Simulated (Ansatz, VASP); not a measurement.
# Two plane-wave programs on Ti

```
Ti
1.0
    -1.52486    1.52486    1.60512
     1.52486   -1.52486    1.60512
     1.52486    1.52486   -1.60512
Ti
1
Direct
  0.00000 0.00000 0.00000
```

Change from the starting cell: strain -0.050 along x and y, +0.000 along z, atoms carried along.

Alike in both runs: task single point; functional PBEsol; k mesh 26 × 26 × 26; occupations gaussian, width 0.15 eV; no spin polarisation.

```csv
,VASP,Ansatz
version,VASP 6.6.1,Ansatz 0.2.0
potentials or method,"VASP PAW PBE potentials, release 64 (Ti_sv), cutoff 520 eV","scalar-relativistic, plane waves, PAW"
valence electrons in the cell,12,12
```

```csv
,VASP,Ansatz,Ansatz less VASP
gap on the k mesh at the Fermi level (eV),none,none,-
pressure (GPa),13.3,13.8,+0.47
"traceless stress, the component that is largest in VASP (GPa)",0.27,0.27,-0.007
```

VASP's potentials were made for PBE, not for PBEsol. A gap of «none» marks a metal or a gap that the smearing closes. With one functional, cell and mesh, what is left measures potentials, basis and numerics.
